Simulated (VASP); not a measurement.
# VPt3 (Pm-3m) in VASP: a series of runs

VPt3 is run at these levels: LDA; tasks: single point.

Program: VASP 6.6.1. These are calculated values, not measurements. Logs are shortened: lines on timing, memory, paths and dates and some standing lists are left out, and cuts for length are marked.

## Step 1: The cell of the first run

The structure is cubic, space group Pm-3m (No. 221). The conventional cell has a = 3.879 Å, b = 3.879 Å, c = 3.879 Å, α = 90.00°, β = 90.00°, γ = 90.00°. V (site symmetry m-3m) has 12 Pt at 2.74 Å within 3.6 Å. Pt (site symmetry 4/mmm) has 4 V at 2.74 Å and 8 Pt at 2.74 Å within 3.6 Å.

## Step 2: Single point, LDA, collinear spin, ferromagnetic start

INCAR reads:

```
SYSTEM = VPt3
ALGO = Normal ; EDIFF = 1E-6
ENCUT = 520 ; ISIF = 2
ISMEAR = -1 ; ISPIN = 2
LASPH = .TRUE. ; LCHARG = .FALSE.
LMAXMIX = 4 ; LORBIT = 11
LREAL = .FALSE. ; LWAVE = .FALSE.
MAGMOM = 1.3 0 0 0 ; NBANDS = 34
NELM = 150 ; NUPDOWN = 1.3
PREC = Accurate ; SIGMA = 0.1
```

KPOINTS reads:

```
k-points
0
G
  7 7 7
  0 0 0
```

POSCAR reads:

```
VPt3
1.0
    3.8790000000      0.0000000000      0.0000000000
    0.0000000000      3.8790000000      0.0000000000
    0.0000000000      0.0000000000      3.8790000000
V Pt
1 3
Direct
    0.0000000000      0.0000000000      0.0000000000
    0.0000000000      0.5000000000      0.5000000000
    0.5000000000      0.0000000000      0.5000000000
    0.5000000000      0.5000000000      0.0000000000
```

Potentials or basis: VASP PAW LDA potentials, release 64 (V_sv, Pt).

Run with:

```console
$ cat potpaw_LDA.64/V_sv/POTCAR potpaw_LDA.64/Pt/POTCAR > POTCAR
$ mpirun -np 1 vasp_std > vasp.out
```

OUTCAR:

```text
SYSTEM = VPt3
   EDIFF = 1E-6
   ENCUT = 520
   ISIF = 2
   ISMEAR = -1
   ISPIN = 2
   LASPH = .TRUE.
   LORBIT = 11
   LREAL = .FALSE.
   NELM = 150
   NUPDOWN = 1.3
   PREC = Accurate

 ion  position               nearest neighbor table
   1  0.000  0.000  0.000-   2 2.74   3 2.74   4 2.74   2 2.74   3 2.74   2 2.74   4 2.74   2 2.74
                             3 2.74   4 2.74   3 2.74   4 2.74
   2  0.000  0.500  0.500-   1 2.74   3 2.74   4 2.74   1 2.74   4 2.74   1 2.74   3 2.74   1 2.74
                             3 2.74   4 2.74   4 2.74   3 2.74
   3  0.500  0.000  0.500-   1 2.74   2 2.74   4 2.74   1 2.74   4 2.74   2 2.74   4 2.74   4 2.74
                             1 2.74   2 2.74   1 2.74   2 2.74
   4  0.500  0.500  0.000-   1 2.74   2 2.74   3 2.74   2 2.74   3 2.74   1 2.74   3 2.74   3 2.74
                             1 2.74   2 2.74   2 2.74   1 2.74

  LATTYP: Found a simple cubic cell.
 ALAT       =     3.8790000000

  Lattice vectors:

 A1 = (   3.8790000000,   0.0000000000,   0.0000000000)
 A2 = (   0.0000000000,   3.8790000000,   0.0000000000)
 A3 = (   0.0000000000,   0.0000000000,   3.8790000000)

Analysis of symmetry for initial positions (statically):
=====================================================================
 Subroutine PRICEL returns:
 Original cell was already a primitive cell.

 Routine SETGRP: Setting up the symmetry group for a
 simple cubic supercell.

 Subroutine GETGRP returns: Found 48 space group operations
 (whereof 48 operations were pure point group operations)
 out of a pool of 48 trial point group operations.

The static configuration has the point symmetry O_h .

Analysis of symmetry for dynamics (positions and initial velocities):
=====================================================================
 Subroutine PRICEL returns:
 Original cell was already a primitive cell.

 Routine SETGRP: Setting up the symmetry group for a
 simple cubic supercell.

 Subroutine GETGRP returns: Found 48 space group operations
 (whereof 48 operations were pure point group operations)
 out of a pool of 48 trial point group operations.

The dynamic configuration has the point symmetry O_h .

Analysis of structural, dynamic, and magnetic symmetry:
=====================================================================
 Subroutine PRICEL returns:
 Original cell was already a primitive cell.

 Routine SETGRP: Setting up the symmetry group for a
 simple cubic supercell.

 Subroutine GETGRP returns: Found 48 space group operations
 (whereof 48 operations were pure point group operations)
 out of a pool of 48 trial point group operations.

The overall configuration has the point symmetry O_h .

 Subroutine INISYM returns: Found 48 space group operations
 (whereof 48 operations are pure point group operations),
 and found     1 'primitive' translations

----------------------------------------------------------------------------------------

                                     Primitive cell

  volume of cell :      58.3659

  direct lattice vectors                    reciprocal lattice vectors
     3.879000000  0.000000000  0.000000000     0.257798402  0.000000000  0.000000000
     0.000000000  3.879000000  0.000000000     0.000000000  0.257798402  0.000000000
     0.000000000  0.000000000  3.879000000     0.000000000  0.000000000  0.257798402

  length of vectors
     3.879000000  3.879000000  3.879000000     0.257798402  0.257798402  0.257798402

  position of ions in fractional coordinates (direct lattice)
     0.000000000  0.000000000  0.000000000
     0.000000000  0.500000000  0.500000000
     0.500000000  0.000000000  0.500000000
     0.500000000  0.500000000  0.000000000

  ion indices of the primitive-cell ions
   primitive index   ion index
                 1           1
                 2           2
                 3           3
                 4           4

----------------------------------------------------------------------------------------

 KPOINTS: k-points

Automatic generation of k-mesh.
 Grid dimensions read from file:
 generate k-points for:    7    7    7

 Generating k-lattice:

  Cartesian coordinates                     Fractional coordinates (reciprocal lattice)
     0.036828343  0.000000000  0.000000000     0.142857143  0.000000000  0.000000000
     0.000000000  0.036828343  0.000000000     0.000000000  0.142857143  0.000000000
     0.000000000  0.000000000  0.036828343     0.000000000  0.000000000  0.142857143

  Length of vectors
     0.036828343  0.036828343  0.036828343

  Shift w.r.t. Gamma in fractional coordinates (k-lattice)
     0.000000000  0.000000000  0.000000000

 Subroutine IBZKPT returns following result:
 ===========================================

 Found     20 irreducible k-points:

 Following reciprocal coordinates:
            Coordinates               Weight
  0.000000  0.000000  0.000000      1.000000
  0.142857  0.000000  0.000000      6.000000
  0.285714  0.000000  0.000000      6.000000
  0.428571  0.000000  0.000000      6.000000
  0.142857  0.142857  0.000000     12.000000
  0.285714  0.142857  0.000000     24.000000
[... 12 lines left out ...]
  0.428571  0.428571  0.285714     24.000000
  0.428571  0.428571  0.428571      8.000000
   k-points           NKPTS =     20   k-points in BZ     NKDIM =     20   number of bands    NBANDS=     34
   number of dos      NEDOS =    301   number of ions     NIONS =      4
   total plane-waves  NPLWV =  27000
   dimension x,y,z NGX =    30 NGY =   30 NGZ =   30
   dimension x,y,z NGXF=    60 NGYF=   60 NGZF=   60
   ions per type =               1   3
   NGX,Y,Z   is equivalent  to a cutoff of  12.86, 12.86, 12.86 a.u.
   NGXF,Y,Z  is equivalent  to a cutoff of  25.71, 25.71, 25.71 a.u.
 SYSTEM =  VPt3
   PREC   = accura    normal or accurate (medium, high low for compatibility)
   ISTART =      0    job   : 0-new  1-cont  2-samecut
   ICHARG =      2    charge: 1-file 2-atom 10-const
   ISPIN  =      2    spin polarized calculation?
   LNONCOLLINEAR =      F non collinear calculations
   LSORBIT =      F    spin-orbit coupling
   LASPH  =      T    aspherical Exc in radial PAW
   ENCUT  =  520.0 eV  38.22 Ry    6.18 a.u.   7.21  7.21  7.21*2*pi/ulx,y,z
   NELM   =    150;   NELMIN=  2; NELMDL= -5     # of ELM steps
   EDIFF  = 0.1E-05   stopping-criterion for ELM
   LREAL  =      F    real-space projection
   EDIFFG = 0.1E-04   stopping-criterion for IOM
   NSW    =      0    number of steps for IOM
   IBRION =     -1    ionic relax: 0-MD 1-quasi-New 2-CG
   NFREE  =      0    steps in history (QN), initial steepest desc. (CG)
   ISIF   =      2    stress and relaxation
   ISYM   =      2    0-nonsym 1-usesym 2-fastsym
   POTIM  = 0.5000    time-step for ionic-motion
   TEBEG  =    0.0;   TEEND  =   0.0 temperature during run
   PSTRESS=    0.0 pullay stress
   NELECT =      43.0000    total number of electrons
   NUPDOWN=       1.3000    fix difference up-down
   EMIN   =  10.00;   EMAX   =-10.00  energy-range for DOS
   EFERMI =   0.00;   METHOD = LEGACY
   ISMEAR =    -1;   SIGMA  =   0.10  broadening in eV -4-tet -1-fermi 0-gaus
   EFERMI_NEDOS =   21; number of points for ismear=-14 and -15
   IALGO  =     38    algorithm
   IMIX   =      4    mixing-type and parameters
     AMIX     =   0.40;   BMIX     =  1.00
     AMIX_MAG =   1.60;   BMIX_MAG =  1.00
  volume/ion in A,a.u.               =      14.59        98.47
  Fermi-wavevector in a.u.,A,eV,Ry     =   1.478579  2.794109 29.745001  2.186196
  Thomas-Fermi vector in A             =   2.592843
   LORBIT       =     11    0 simple, 1 ext, 2 COOP (PROOUT), +10 PAW based schemes
   GGA     = CA    functional components
   LHFCALC =     F    Hartree Fock is set to
   AEXX    =    0.0000 exact exchange contribution
   IVDW    =     0    specifies the selected vdW correction
   LEPSILON=     F    determine dielectric tensor
   LRPA    =     F    only Hartree local field effects (RPA)
 spin polarized calculation
  energy-cutoff  :      520.00
  volume of cell :       58.37
 maximum number of plane-waves:      1588
 NGX is ok and might be reduce to    30
   NGX = 15   NGY = 15   NGZ = 15

 number of electron      42.9999996 magnetization       1.3000001

 Free energy of the ion-electron system (eV)
  ---------------------------------------------------
  ext. energy  EPLUGINS =         0.00000000
  ---------------------------------------------------
  free energy    TOTEN  =       -34.23061694 eV

  energy without entropy =      -34.08722350  energy(sigma->0) =      -34.15892022

 E-fermi :  11.3868     XC(G=0): -13.6100

 val. band max:       11.3961825285   @ k =   0.2857   0.2857   0.0000
 cond. band min:      11.4139786090   @ k =   0.2857   0.1429   0.1429
 fundamental gap:      0.0177960805
 Fermi energy:        11.4061663904

 spin component 1

 k-point     1 :       0.0000    0.0000    0.0000
  band No.  band energies     occupation
      1     -53.2388      1.00000
      2     -27.4816      1.00000
      3     -27.4816      1.00000
      4     -27.4816      1.00000
      5       1.2240      1.00000
      6       3.9936      1.00000
[... 709 lines left out ...]
     32      20.3201      0.00000
     33      25.9332      0.00000
 Fermi energy:        11.3867906421

 spin component 2

 k-point     1 :       0.0000    0.0000    0.0000
  band No.  band energies     occupation
      1     -52.0346      1.00000
      2     -26.3100      1.00000
      3     -26.3100      1.00000
      4     -26.3100      1.00000
      5       1.2941      1.00000
      6       4.0253      1.00000
[... 709 lines left out ...]
     32      20.6613      0.00000
     33      25.9621      0.00000
 [bands above 33 left out]

------------------------ aborting loop because EDIFF is reached ----------------------------------------

  FORCE on cell =-STRESS in cart. coord.  units (eV):
  Direction    XX          YY          ZZ          XY          YZ          ZX
  --------------------------------------------------------------------------------------
  -------------------------------------------------------------------------------------
  Total       -2.4568198     -2.4568198     -2.4568198      0.0000000      0.0000000      0.0000000
  in kB      -67.4410849    -67.4410849    -67.4410849      0.0000000      0.0000000      0.0000000
  external PRESSURE =     -67.4410849 kB  Pullay stress =       0.0000000 kB

 VOLUME and BASIS-vectors are now :
 -----------------------------------------------------------------------------
  energy-cutoff  :      520.00
  volume of cell :       58.37
      direct lattice vectors                 reciprocal lattice vectors
     3.879000000  0.000000000  0.000000000     0.257798402  0.000000000  0.000000000
     0.000000000  3.879000000  0.000000000     0.000000000  0.257798402  0.000000000
     0.000000000  0.000000000  3.879000000     0.000000000  0.000000000  0.257798402

 POSITION                                       TOTAL-FORCE (eV/Angst)
 -----------------------------------------------------------------------------------
      0.00000      0.00000      0.00000         0.000000      0.000000      0.000000
      0.00000      1.93950      1.93950         0.000000      0.000000      0.000000
      1.93950      0.00000      1.93950         0.000000      0.000000      0.000000
      1.93950      1.93950      0.00000         0.000000      0.000000      0.000000
 -----------------------------------------------------------------------------------
    total drift:                                0.000000      0.000000     -0.000000

  FREE ENERGIE OF THE ION-ELECTRON SYSTEM (eV)
  ---------------------------------------------------
  free  energy   TOTEN  =       -34.2306169413 eV

  energy  without entropy=      -34.0872235050  energy(sigma->0) =      -34.15892022

 total charge

# of ion       s       p       d       tot
------------------------------------------
    1        2.263   6.187   2.965  11.416
    2        0.699   0.682   8.057   9.437
    3        0.699   0.682   8.057   9.437
    4        0.699   0.682   8.057   9.437
--------------------------------------------------
tot          4.360   8.232  27.135  39.728

 magnetization (x)

# of ion       s       p       d       tot
------------------------------------------
    1        0.009   0.012   1.258   1.279
    2       -0.005   0.003  -0.028  -0.030
    3       -0.005   0.003  -0.028  -0.030
    4       -0.005   0.003  -0.028  -0.030
--------------------------------------------------
tot         -0.006   0.021   1.175   1.189
```

It took 86 s on 1 thread of Intel Xeon 6975P-C (Granite Rapids), shared host; peak memory 0.19 GiB.

Results:

```
Free energy                                           : -34.2306 eV
Pressure                                              : -6.7 GPa
Net moment                                            : 1.30 μB per cell
Site moments                                          : V +1.28; Pt -0.03 μB
Valence electrons inside the program's atomic spheres : V 11.42; Pt 9.44
```

Caveat: the cell stands under tension; spin-orbit coupling is left out, which moves the levels of the heavy elements; the total moment is fixed, so each spin has its own Fermi level and the state may be an excited one.

[end of part 1 of 2]
